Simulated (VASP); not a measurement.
# V (P6_3/mmc) in VASP: a series of runs

Runs on V. Level: PBEsol. Tasks: single point.

Everything below comes from runs of VASP 6.6.1. Logs are shortened: lines on timing, memory, paths and dates and some standing lists are left out, and cuts for length are marked.

**1. The cell of the first run**

Symmetry: P6_3/mmc, No. 194, hexagonal system. Conventional cell: a = 2.589 Å, b = 2.589 Å, c = 9.199 Å, α = 90.00°, β = 90.00°, γ = 120.00°. V (site symmetry -3m) has 12 V at 2.59 to 2.74 Å within 3.4 Å. V (site symmetry -6m2) has 12 V at 2.59 to 2.74 Å within 3.4 Å.

This isn't the form of V at room conditions, which is bcc.

**2. Single point, PBEsol**

Contents of INCAR:

```
SYSTEM = V
PREC = Accurate
ENCUT = 520
EDIFF = 1E-6
ISMEAR = -1
SIGMA = 0.1
LREAL = .FALSE.
LASPH = .TRUE.
NELM = 80
ALGO = Normal
ISIF = 2
LWAVE = .FALSE.
LCHARG = .TRUE.
GGA = PS
LELF = .TRUE.
LVHAR = .TRUE.
NBANDS = 34
```

Contents of KPOINTS:

```
Automatic mesh
0
G
  13 13 4
  0 0 0
```

Contents of POSCAR:

```
V
1.0
    2.5885824678      0.0000000000      0.0000000000
   -1.2942912339      2.2417781769      0.0000000000
    0.0000000000      0.0000000000      9.1988131643
V
4
Direct
    0.0000000000      1.0000000000      1.0000000000
    0.0000000000      1.0000000000      0.5000000000
    0.3333333333      0.6666666667      0.2500000000
    0.6666666667      0.3333333333      0.7500000000
```

Potentials or basis: VASP PAW PBE potentials, release 64 (V_sv).

On the command line:

```sh
$ cat potpaw_PBE.64/V_sv/POTCAR > POTCAR
$ mpirun -np 1 vasp_std > vasp.out
```

OUTCAR:

```text
SYSTEM = V
   PREC = Accurate
   ENCUT = 520
   EDIFF = 1E-6
   ISMEAR = -1
   LREAL = .FALSE.
   LASPH = .TRUE.
   NELM = 80
   ISIF = 2
   GGA = PS

 ion  position               nearest neighbor table
   1  0.000  0.000  0.000-   3 2.74   4 2.74   3 2.74   4 2.74   4 2.74   3 2.74
   2  0.000  0.000  0.500-   3 2.74   4 2.74   3 2.74   4 2.74   4 2.74   3 2.74
   3  0.333  0.667  0.250-   1 2.74   2 2.74   1 2.74   2 2.74   1 2.74   2 2.74
   4  0.667  0.333  0.750-   1 2.74   2 2.74   1 2.74   2 2.74   1 2.74   2 2.74

  LATTYP: Found a hexagonal cell.
 ALAT       =     2.5885824678
 C/A-ratio  =     3.5536102399

  Lattice vectors:

 A1 = (   2.5885824678,   0.0000000000,   0.0000000000)
 A2 = (  -1.2942912339,   2.2417781769,   0.0000000000)
 A3 = (   0.0000000000,   0.0000000000,   9.1988131643)

Analysis of symmetry for initial positions (statically):
=====================================================================
 Subroutine PRICEL returns:
 Original cell was already a primitive cell.

 Routine SETGRP: Setting up the symmetry group for a
 hexagonal supercell.

 Subroutine GETGRP returns: Found 24 space group operations
 (whereof 12 operations were pure point group operations)
 out of a pool of 24 trial point group operations.

The static configuration has the point symmetry D_3d.
 The point group associated with its full space group is D_6h.

Analysis of symmetry for dynamics (positions and initial velocities):
=====================================================================
 Subroutine PRICEL returns:
 Original cell was already a primitive cell.

 Routine SETGRP: Setting up the symmetry group for a
 hexagonal supercell.

 Subroutine GETGRP returns: Found 24 space group operations
 (whereof 12 operations were pure point group operations)
 out of a pool of 24 trial point group operations.

The dynamic configuration has the point symmetry D_3d.
 The point group associated with its full space group is D_6h.

 Subroutine INISYM returns: Found 24 space group operations
 (whereof 12 operations are pure point group operations),
 and found     1 'primitive' translations

----------------------------------------------------------------------------------------

                                     Primitive cell

  volume of cell :      53.3810

[... 84 lines left out ...]
   ISTART =      0    job   : 0-new  1-cont  2-samecut
   ICHARG =      2    charge: 1-file 2-atom 10-const
   ISPIN  =      1    spin polarized calculation?
   LNONCOLLINEAR =      F non collinear calculations
   LSORBIT =      F    spin-orbit coupling
   LASPH  =      T    aspherical Exc in radial PAW
   ENCUT  =  520.0 eV  38.22 Ry    6.18 a.u.   4.81  4.81 17.10*2*pi/ulx,y,z
   NELM   =     80;   NELMIN=  2; NELMDL= -5     # of ELM steps
   EDIFF  = 0.1E-05   stopping-criterion for ELM
   LREAL  =      F    real-space projection
   EDIFFG = 0.1E-04   stopping-criterion for IOM
   NSW    =      0    number of steps for IOM
   IBRION =     -1    ionic relax: 0-MD 1-quasi-New 2-CG
   NFREE  =      0    steps in history (QN), initial steepest desc. (CG)
   ISIF   =      2    stress and relaxation
   ISYM   =      2    0-nonsym 1-usesym 2-fastsym
   POTIM  = 0.5000    time-step for ionic-motion
   TEBEG  =    0.0;   TEEND  =   0.0 temperature during run
   PSTRESS=    0.0 pullay stress
   NELECT =      52.0000    total number of electrons
   NUPDOWN=      -1.0000    fix difference up-down
   EMIN   =  10.00;   EMAX   =-10.00  energy-range for DOS
   EFERMI =   0.00;   METHOD = LEGACY
   ISMEAR =    -1;   SIGMA  =   0.10  broadening in eV -4-tet -1-fermi 0-gaus
   EFERMI_NEDOS =   21; number of points for ismear=-14 and -15
   IALGO  =     38    algorithm
   IMIX   =      4    mixing-type and parameters
     AMIX     =   0.40;   BMIX     =  1.00
     AMIX_MAG =   1.60;   BMIX_MAG =  1.00
  volume/ion in A,a.u.               =      13.35        90.06
  Fermi-wavevector in a.u.,A,eV,Ry     =   1.622858  3.066757 35.833221  2.633667
  Thomas-Fermi vector in A             =   2.716403
   LORBIT       =      0    0 simple, 1 ext, 2 COOP (PROOUT), +10 PAW based schemes
   GGA     = PS    functional components
   LHFCALC =     F    Hartree Fock is set to
   AEXX    =    0.0000 exact exchange contribution
   IVDW    =     0    specifies the selected vdW correction
   LEPSILON=     F    determine dielectric tensor
   LRPA    =     F    only Hartree local field effects (RPA)
 non-spin polarized calculation
  energy-cutoff  :      520.00
  volume of cell :       53.38
 maximum number of plane-waves:      1462
 NGX is ok and might be reduce to    20
   NGX =  9   NGY =  9   NGZ = 35

 number of electron      52.0000016 magnetization

 Free energy of the ion-electron system (eV)
  ---------------------------------------------------
  ext. energy  EPLUGINS =         0.00000000
  ---------------------------------------------------
  free energy    TOTEN  =       -37.62865887 eV

  energy without entropy =      -37.42178297  energy(sigma->0) =      -37.52522092

 E-fermi :  10.0157     XC(G=0): -13.0986

 val. band max:       10.0070654236   @ k =   0.1538   0.0000   0.2500
 cond. band min:      10.0238483997   @ k =   0.2308   0.0000   0.2500
 fundamental gap:      0.0167829761
 Fermi energy:        10.0156526024

 k-point     1 :       0.0000    0.0000    0.0000
  band No.  band energies     occupation
      1     -53.7415      2.00000
      2     -53.6920      2.00000
      3     -53.6442      2.00000
      4     -53.5938      2.00000
      5     -27.9981      2.00000
      6     -27.6334      2.00000
[... 877 lines left out ...]
     33      11.4761      0.00000
     34      11.6876      0.00000

 [... further k-points ...]
[... 5 lines left out ...]
  --------------------------------------------------------------------------------------
  -------------------------------------------------------------------------------------
  Total        0.0429649      0.0429649      0.0682598     -0.0000000     -0.0000000     -0.0000000
  in kB        1.2895479      1.2895479      2.0487522     -0.0000000     -0.0000000     -0.0000000
  external PRESSURE =       1.5426160 kB  Pullay stress =       0.0000000 kB

 VOLUME and BASIS-vectors are now :
 -----------------------------------------------------------------------------
  energy-cutoff  :      520.00
  volume of cell :       53.38
      direct lattice vectors                 reciprocal lattice vectors
     2.588582468  0.000000000  0.000000000     0.386311818  0.223037232  0.000000000
    -1.294291234  2.241778177  0.000000000     0.000000000  0.446074465  0.000000000
     0.000000000  0.000000000  9.198813164     0.000000000  0.000000000  0.108709676

 POSITION                                       TOTAL-FORCE (eV/Angst)
 -----------------------------------------------------------------------------------
      0.00000      0.00000      0.00000        -0.000000      0.000000     -0.000000
      0.00000      0.00000      4.59941        -0.000000      0.000000     -0.000000
     -0.00000      1.49452      2.29970         0.000000     -0.000000      0.000000
      1.29429      0.74726      6.89911         0.000000     -0.000000      0.000000
 -----------------------------------------------------------------------------------
    total drift:                                0.000000     -0.000000      0.000000

  FREE ENERGIE OF THE ION-ELECTRON SYSTEM (eV)
  ---------------------------------------------------
  free  energy   TOTEN  =       -37.6286588697 eV

  energy  without entropy=      -37.4217829718  energy(sigma->0) =      -37.52522092
```

OSZICAR:

```text
N       E                     dE             d eps       ncg     rms          rms(c)
DAV:   1     0.756705963572E+03    0.75671E+03   -0.30150E+04  4284   0.180E+03
DAV:   2    -0.781964876739E+01   -0.76453E+03   -0.75162E+03  4288   0.603E+02
DAV:   3    -0.426610999895E+02   -0.34841E+02   -0.33512E+02  5562   0.145E+02
DAV:   4    -0.434143180814E+02   -0.75322E+00   -0.74787E+00  5024   0.209E+01
DAV:   5    -0.434289744559E+02   -0.14656E-01   -0.14627E-01  5408   0.273E+00    0.387E+01
DAV:   6    -0.377641959195E+02    0.56648E+01   -0.26695E+01  4524   0.415E+01    0.434E+00
DAV:   7    -0.378179793997E+02   -0.53783E-01   -0.13441E+00  5620   0.947E+00    0.437E+00
DAV:   8    -0.376740929074E+02    0.14389E+00   -0.11665E+00  5640   0.765E+00    0.196E+00
DAV:   9    -0.376295993051E+02    0.44494E-01   -0.11719E-01  5720   0.317E+00    0.384E-01
DAV:  10    -0.376286605920E+02    0.93871E-03   -0.70043E-03  5022   0.758E-01    0.119E-01
DAV:  11    -0.376286658421E+02   -0.52501E-05   -0.32556E-04  5252   0.155E-01    0.557E-02
DAV:  12    -0.376286590811E+02    0.67609E-05   -0.95480E-05  5698   0.931E-02    0.978E-03
DAV:  13    -0.376286588697E+02    0.21142E-06   -0.54188E-06  4632   0.251E-02
   1 F= -.37628659E+02 E0= -.37525221E+02  d E =-.206876E+00
```

It took 80 s on 1 thread of AMD EPYC 7R13 (Zen 3), shared host; peak memory 0.19 GiB.

Results:

| Property | Result |
| --- | --- |
| Free energy | -37.6287 eV |
| Pressure | 0.2 GPa |
| Band gap on the k mesh | zero (bands 26 and 27 overlap by 0.99 eV) |

Levels at points of the mesh, in eV from the Fermi level:
| k point | band 24 | band 25 | band 26 | band 27 | band 28 | band 29 |
| --- | --- | --- | --- | --- | --- | --- |
| (0.00, 0.00, 0.00) | 0.05 | 0.25 | 0.25 | 0.31 | 0.31 | 0.52 |
| (0.00, 0.00, 0.50) | -0.63 | 0.31 | 0.31 | 0.31 | 0.31 | 0.51 |

Caveat: the PAW data sets were made with another functional, which shifts forces and pressure a little.

**3. Single point, PBEsol (11.74 Å³/atom)**

This run uses another cell than the first one, of 11.74 Å³/atom.

Contents of INCAR:

```
SYSTEM = V
  PREC = Accurate
  ENCUT = 520
  EDIFF = 1E-6
  ISMEAR = -1
  SIGMA = 0.1
  LREAL = .False.
  LASPH = .True.
  NELM = 60
  ALGO = Normal
  ISIF = 2
  LWAVE = .False.
  LCHARG = .False.
  GGA = PS
  NBANDS = 34
```

Contents of KPOINTS:

```
regular mesh
0
Gamma
  16 16 4
  0 0 0
```

Contents of POSCAR:

```
V
1.0
    2.4805970876      0.0000000000      0.0000000000
   -1.2402985438      2.1482600944      0.0000000000
    0.0000000000      0.0000000000      8.8150752114
V
4
Direct
    0.0000000000      1.0000000000      1.0000000000
    0.0000000000      1.0000000000      0.5000000000
    0.3333333333      0.6666666667      0.2500000000
    0.6666666667      0.3333333333      0.7500000000
```

Potentials or basis: VASP PAW PBE potentials, release 64 (V_sv).

On the command line:

```sh
$ cat potpaw_PBE.64/V_sv/POTCAR > POTCAR
$ mpirun -np 1 vasp_std > vasp.out
```

OUTCAR:

```text
SYSTEM = V
   PREC = Accurate
   ENCUT = 520
   EDIFF = 1E-6
   ISMEAR = -1
   LREAL = .False.
   LASPH = .True.
   NELM = 60
   ISIF = 2
   GGA = PS

 ion  position               nearest neighbor table
   1  0.000  0.000  0.000-   3 2.63   4 2.63   3 2.63   4 2.63   4 2.63   3 2.63
   2  0.000  0.000  0.500-   3 2.63   4 2.63   3 2.63   4 2.63   4 2.63   3 2.63
   3  0.333  0.667  0.250-   1 2.63   2 2.63   1 2.63   2 2.63   1 2.63   2 2.63
   4  0.667  0.333  0.750-   1 2.63   2 2.63   1 2.63   2 2.63   1 2.63   2 2.63

  LATTYP: Found a hexagonal cell.
 ALAT       =     2.4805970876
 C/A-ratio  =     3.5536102398

  Lattice vectors:

 A1 = (   2.4805970876,   0.0000000000,   0.0000000000)
 A2 = (  -1.2402985438,   2.1482600944,   0.0000000000)
 A3 = (   0.0000000000,   0.0000000000,   8.8150752114)

Analysis of symmetry for initial positions (statically):
=====================================================================
 Subroutine PRICEL returns:
 Original cell was already a primitive cell.

 Routine SETGRP: Setting up the symmetry group for a
 hexagonal supercell.

[... 165 lines left out ...]
  ext. energy  EPLUGINS =         0.00000000
  ---------------------------------------------------
  free energy    TOTEN  =       -37.06337466 eV

  energy without entropy =      -36.88118202  energy(sigma->0) =      -36.97227834

 E-fermi :  11.7564     XC(G=0): -13.8195

 val. band max:       11.7561895837   @ k =   0.3750   0.1875   0.0000
 cond. band min:      11.7627057631   @ k =   0.1875   0.1875   0.5000
 fundamental gap:      0.0065161794
 Fermi energy:        11.7564460096

 k-point     1 :       0.0000    0.0000    0.0000
  band No.  band energies     occupation
      1     -51.9298      2.00000
      2     -51.8361      2.00000
      3     -51.7869      2.00000
      4     -51.6906      2.00000
      5     -26.3470      2.00000
      6     -25.7926      2.00000
[... 877 lines left out ...]
     33      14.3542      0.00000
     34      15.3536      0.00000

 [... further k-points ...]
[... 5 lines left out ...]
  --------------------------------------------------------------------------------------
  -------------------------------------------------------------------------------------
  Total        8.8739561      8.8739561      9.3224913      0.0000000     -0.0000000      0.0000000
  in kB      302.6625919    302.6625919    317.9607096      0.0000000     -0.0000000      0.0000000
  external PRESSURE =     307.7619645 kB  Pullay stress =       0.0000000 kB

 VOLUME and BASIS-vectors are now :
 -----------------------------------------------------------------------------
  energy-cutoff  :      520.00
  volume of cell :       46.98
      direct lattice vectors                 reciprocal lattice vectors
     2.480597088  0.000000000  0.000000000     0.403128749  0.232746492  0.000000000
    -1.240298544  2.148260094  0.000000000     0.000000000  0.465492983  0.000000000
     0.000000000  0.000000000  8.815075211     0.000000000  0.000000000  0.113442027

 POSITION                                       TOTAL-FORCE (eV/Angst)
 -----------------------------------------------------------------------------------
      0.00000      0.00000      0.00000         0.000000      0.000000      0.000000
      0.00000      0.00000      4.40754         0.000000      0.000000      0.000000
     -0.00000      1.43217      2.20377        -0.000000      0.000000      0.000000
      1.24030      0.71609      6.61131         0.000000     -0.000000     -0.000000
 -----------------------------------------------------------------------------------
    total drift:                                0.000000     -0.000000      0.000000

  FREE ENERGIE OF THE ION-ELECTRON SYSTEM (eV)
  ---------------------------------------------------
  free  energy   TOTEN  =       -37.0633746628 eV

  energy  without entropy=      -36.8811820161  energy(sigma->0) =      -36.97227834
```

It took 98 s on 1 thread of AMD EPYC 7R13 (Zen 3), shared host; peak memory 0.2 GiB.

Results:

* Free energy: -37.0634 eV
* Pressure: 30.8 GPa
* Band gap on the k mesh: zero (bands 26 and 27 overlap by 1.35 eV)

Stress tensor (GPa, compression positive):
```
30.27  0.00  0.00
 0.00 30.27  0.00
 0.00  0.00 31.80
```

Levels at points of the mesh, in eV from the Fermi level:
```csv
k point,band 24,band 25,band 26,band 27,band 28,band 29
"(0.00, 0.00, 0.00)",0.21,0.21,0.30,0.30,0.37,0.53
"(0.50, 0.00, 0.00)",-1.10,-0.08,0.39,0.52,1.88,1.92
"(0.00, 0.00, 0.50)",-0.52,0.29,0.29,0.29,0.29,0.53
"(0.50, 0.00, 0.50)",-1.22,0.83,0.83,0.89,0.89,1.50
```

Caveat: the cell stands under pressure; the PAW data sets were made with another functional, which shifts forces and pressure a little.

(Part 1 of 2 ends here.)
